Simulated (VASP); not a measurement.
# BaO (Fm-3m) in VASP: further runs, part 2 of 2

VASP 6.6.1. The steps go on from the part before.

**3. Electric field gradients, PBE (19.56 Å³/atom)**

Input file INCAR:

```
SYSTEM = BaO
  PREC = Accurate
  ENCUT = 1000
  EDIFF = 1E-8
  ISMEAR = -1
  SIGMA = 0.02
  LREAL = .False.
  LASPH = .True.
  NELM = 120
  ALGO = Normal
  ISIF = 2
  LWAVE = .False.
  LCHARG = .False.
  GGA = PE
  LEFG = .True.
  NBANDS = 15
  GGA_COMPAT = .False.
```

Input file KPOINTS:

```
regular mesh
0
Gamma
  8 8 8
  0 0 0
```

Input file POSCAR:

```
BaO
1.0
    0.0000000000      2.6943393494      2.6943393494
    2.6943393494      0.0000000000      2.6943393494
    2.6943393494      2.6943393494      0.0000000000
Ba O
1 1
Direct
    0.0000000000      0.0000000000      0.0000000000
    0.5000000000      0.5000000000      0.5000000000
```

Potentials or basis: VASP PAW PBE potentials, release 64 (Ba_sv, O_h).

Run with:

```sh
cat potpaw_PBE.64/Ba_sv/POTCAR potpaw_PBE.64/O_h/POTCAR > POTCAR
mpirun -np 1 vasp_std > vasp.out
```

OUTCAR:

```text
SYSTEM = BaO
   PREC = Accurate
   ENCUT = 1000
   EDIFF = 1E-8
   ISMEAR = -1
   LREAL = .False.
   LASPH = .True.
   NELM = 120
   ISIF = 2
   GGA = PE

 ion  position               nearest neighbor table
   1  0.000  0.000  0.000-   2 2.69   2 2.69   2 2.69   2 2.69   2 2.69   2 2.69
   2  0.500  0.500  0.500-   1 2.69   1 2.69   1 2.69   1 2.69   1 2.69   1 2.69

  LATTYP: Found a face centered cubic cell.
 ALAT       =     5.3886786988

  Lattice vectors:

 A1 = (   0.0000000000,   2.6943393494,   2.6943393494)
 A2 = (   2.6943393494,   0.0000000000,   2.6943393494)
 A3 = (   2.6943393494,   2.6943393494,   0.0000000000)

Analysis of symmetry for initial positions (statically):
=====================================================================
 Subroutine PRICEL returns:
 Original cell was already a primitive cell.

 Routine SETGRP: Setting up the symmetry group for a
 face centered cubic supercell.

 Subroutine GETGRP returns: Found 48 space group operations
 (whereof 48 operations were pure point group operations)
 out of a pool of 48 trial point group operations.

The static configuration has the point symmetry O_h .

Analysis of symmetry for dynamics (positions and initial velocities):
=====================================================================
 Subroutine PRICEL returns:
 Original cell was already a primitive cell.

 Routine SETGRP: Setting up the symmetry group for a
 face centered cubic supercell.

 Subroutine GETGRP returns: Found 48 space group operations
 (whereof 48 operations were pure point group operations)
 out of a pool of 48 trial point group operations.

The dynamic configuration has the point symmetry O_h .

 Subroutine INISYM returns: Found 48 space group operations
 (whereof 48 operations are pure point group operations),
 and found     1 'primitive' translations

----------------------------------------------------------------------------------------

                                     Primitive cell

  volume of cell :      39.1189

  direct lattice vectors                    reciprocal lattice vectors
     0.000000000  2.694339349  2.694339349    -0.185574249  0.185574249  0.185574249
     2.694339349  0.000000000  2.694339349     0.185574249 -0.185574249  0.185574249
     2.694339349  2.694339349  0.000000000     0.185574249  0.185574249 -0.185574249

  length of vectors
     3.810371250  3.810371250  3.810371250     0.321424027  0.321424027  0.321424027

  position of ions in fractional coordinates (direct lattice)
     0.000000000  0.000000000  0.000000000
     0.500000000  0.500000000  0.500000000

  ion indices of the primitive-cell ions
   primitive index   ion index
                 1           1
                 2           2

----------------------------------------------------------------------------------------

 KPOINTS: regular mesh

Automatic generation of k-mesh.
 Grid dimensions read from file:
 generate k-points for:    8    8    8

 Generating k-lattice:
[... 79 lines left out ...]
   IALGO  =     38    algorithm
   IMIX   =      4    mixing-type and parameters
     AMIX     =   0.40;   BMIX     =  1.00
     AMIX_MAG =   1.60;   BMIX_MAG =  1.00
  volume/ion in A,a.u.               =      19.56       131.99
  Fermi-wavevector in a.u.,A,eV,Ry     =   1.215213  2.296420 20.092315  1.476743
  Thomas-Fermi vector in A             =   2.350608
   LORBIT       =      0    0 simple, 1 ext, 2 COOP (PROOUT), +10 PAW based schemes
   GGA     = PE    functional components
   LHFCALC =     F    Hartree Fock is set to
   AEXX    =    0.0000 exact exchange contribution
   IVDW    =     0    specifies the selected vdW correction
   LEPSILON=     F    determine dielectric tensor
   LRPA    =     F    only Hartree local field effects (RPA)
 non-spin polarized calculation
  energy-cutoff  :     1000.00
  volume of cell :       39.12
 maximum number of plane-waves:      2826
   NGX = 19   NGY = 19   NGZ = 19

 number of electron      15.9999998 magnetization

 Free energy of the ion-electron system (eV)
  ---------------------------------------------------
  ext. energy  EPLUGINS =         0.00000000
  ---------------------------------------------------
  free energy    TOTEN  =       -11.65479727 eV

  energy without entropy =      -11.65479727  energy(sigma->0) =      -11.65479727

 E-fermi :   3.1471     XC(G=0): -10.0090

 val. band max:        2.7004278530   @ k =   0.5000   0.5000   0.0000
 cond. band min:       4.3523697548   @ k =   0.5000   0.5000   0.0000
 fundamental gap:      1.6519419019
 Fermi energy:         3.1471280328

 k-point     1 :       0.0000    0.0000    0.0000
  band No.  band energies     occupation
      1     -23.2770      2.00000
      2     -12.5838      2.00000
      3      -7.6033      2.00000
      4      -7.6033      2.00000
      5      -7.6033      2.00000
      6       2.1176      2.00000
      7       2.1176      2.00000
      8       2.1176      2.00000
      9       6.6005      0.00000
     10       7.2962      0.00000
     11       7.2962      0.00000
     12       7.2962      0.00000
     13       9.7792      0.00000
     14       9.7792      0.00000
[... 401 lines left out ...]
      2     -13.3527      2.00000
      3      -8.3976      2.00000
      4      -8.3844      2.00000
      5      -7.7203      2.00000
      6       0.8024      2.00000
      7       1.5545      2.00000
      8       1.5946      2.00000
      9       7.5647      0.00000
     10       8.2067      0.00000
     11      10.8249      0.00000
     12      11.0144      0.00000
     13      13.3084      0.00000
     14      15.0456      0.00000
     15      15.5012      0.00000

 [... further k-points ...]

------------------------ aborting loop because EDIFF is reached ----------------------------------------

  FORCE on cell =-STRESS in cart. coord.  units (eV):
  Direction    XX          YY          ZZ          XY          YZ          ZX
  --------------------------------------------------------------------------------------
  -------------------------------------------------------------------------------------
  Total        2.7518212      2.7518212      2.7518212     -0.0000000      0.0000000      0.0000000
  in kB      112.7051920    112.7051920    112.7051920     -0.0000000      0.0000000      0.0000000
  external PRESSURE =     112.7051920 kB  Pullay stress =       0.0000000 kB

 VOLUME and BASIS-vectors are now :
 -----------------------------------------------------------------------------
  energy-cutoff  :     1000.00
  volume of cell :       39.12
      direct lattice vectors                 reciprocal lattice vectors
     0.000000000  2.694339349  2.694339349    -0.185574249  0.185574249  0.185574249
     2.694339349  0.000000000  2.694339349     0.185574249 -0.185574249  0.185574249
     2.694339349  2.694339349  0.000000000     0.185574249  0.185574249 -0.185574249

 POSITION                                       TOTAL-FORCE (eV/Angst)
 -----------------------------------------------------------------------------------
      0.00000      0.00000      0.00000         0.000000      0.000000      0.000000
      2.69434      2.69434      2.69434        -0.000000     -0.000000      0.000000
 -----------------------------------------------------------------------------------
    total drift:                                0.000000     -0.000000      0.000000

  FREE ENERGIE OF THE ION-ELECTRON SYSTEM (eV)
  ---------------------------------------------------
  free  energy   TOTEN  =       -11.6547972675 eV

  energy  without entropy=      -11.6547972675  energy(sigma->0) =      -11.65479727

 Electric field gradients (V/A^2)
---------------------------------------------------------------------
 ion       V_xx      V_yy      V_zz      V_xy      V_xz      V_yz
---------------------------------------------------------------------
   1       0.000     0.000     0.000     0.000     0.000     0.000
   2      -0.000     0.000    -0.000    -0.003    -0.003    -0.003
---------------------------------------------------------------------

 Electric field gradients after diagonalization (V/A^2)
 (convention: |V_zz| > |V_xx| > |V_yy|)
----------------------------------------------------------------------
 ion       V_xx      V_yy      V_zz     asymmetry (V_yy - V_xx)/ V_zz
----------------------------------------------------------------------
   1      -0.000    -0.000     0.000       0.000
   2       0.003     0.003    -0.007       0.000
----------------------------------------------------------------------

           NMR quadrupolar parameters

 Cq : quadrupolar parameter    Cq=e*Q*V_zz/h
 eta: asymmetry parameters     (V_yy - V_xx)/ V_zz
 Q  : nuclear electric quadrupole moment in mb (millibarn)
----------------------------------------------------------------------
 ion       Cq(MHz)       eta       Q (mb)
----------------------------------------------------------------------
   1       0.000       0.000       1.000
   2      -0.000       0.000       1.000
----------------------------------------------------------------------
```

OSZICAR:

```text
N       E                     dE             d eps       ncg     rms          rms(c)
DAV:   1     0.121715774202E+03    0.12172E+03   -0.11546E+04   870   0.168E+03
DAV:   2    -0.500192594770E+01   -0.12672E+03   -0.10993E+03  1281   0.251E+02
DAV:   3    -0.141557980090E+02   -0.91539E+01   -0.90289E+01  1080   0.690E+01
DAV:   4    -0.143079246323E+02   -0.15213E+00   -0.15207E+00  1026   0.897E+00
DAV:   5    -0.143111156271E+02   -0.31910E-02   -0.31902E-02  1080   0.126E+00    0.102E+01
DAV:   6    -0.118608671741E+02    0.24502E+01   -0.83024E+00  1052   0.226E+01    0.643E+00
DAV:   7    -0.116749633846E+02    0.18590E+00   -0.61046E-01   976   0.663E+00    0.269E+00
DAV:   8    -0.116545709109E+02    0.20392E-01   -0.12050E-01   975   0.388E+00    0.408E-01
DAV:   9    -0.116535014647E+02    0.10694E-02   -0.75032E-03  1164   0.878E-01    0.175E-01
DAV:  10    -0.116547677384E+02   -0.12663E-02   -0.25806E-03   933   0.478E-01    0.373E-02
DAV:  11    -0.116547910289E+02   -0.23290E-04   -0.18050E-04  1101   0.114E-01    0.223E-02
DAV:  12    -0.116547953678E+02   -0.43389E-05   -0.25160E-05  1024   0.575E-02    0.458E-03
DAV:  13    -0.116547969700E+02   -0.16022E-05   -0.38634E-06  1096   0.194E-02    0.284E-03
DAV:  14    -0.116547973002E+02   -0.33026E-06   -0.16044E-06   975   0.136E-02    0.126E-03
DAV:  15    -0.116547972802E+02    0.20037E-07   -0.11245E-07  1052   0.318E-03    0.564E-04
DAV:  16    -0.116547972663E+02    0.13852E-07   -0.27078E-08  1031   0.176E-03    0.135E-04
DAV:  17    -0.116547972675E+02   -0.12074E-08   -0.20387E-09   610   0.569E-04
   1 F= -.11654797E+02 E0= -.11654797E+02  d E =-.114494E-11
```

stdout:

```text
POSCAR found type information on POSCAR BaO
 POSCAR found :  2 types and       2 ions
 scaLAPACK will be used
 LDA part: xc-table for (Slater+PW92), standard interpolation
 POSCAR, INCAR and KPOINTS ok, starting setup
 FFT: planning ... GRIDC
 FFT: planning ... GRID_SOFT
 FFT: planning ... GRID
 WAVECAR not read
 entering main loop
ion   1

ion   2
```

It took 86 s on 1 thread of Intel Xeon Platinum 8259CL at 2.50GHz (Skylake/Cascade Lake), shared host; peak memory 0.27 GiB.

What came out:

| Item | Value |
| --- | --- |
| Free energy | -11.6548 eV |
| Pressure | 11.3 GPa |
| Band gap on the k mesh | 1.65 eV |
| Largest electric field gradient by atom | under 0.05 V/Å² on every atom |

Caveat: the cell stands under pressure; spin-orbit coupling is left out, which moves the levels of the heavy elements. A k mesh can miss the band edges.
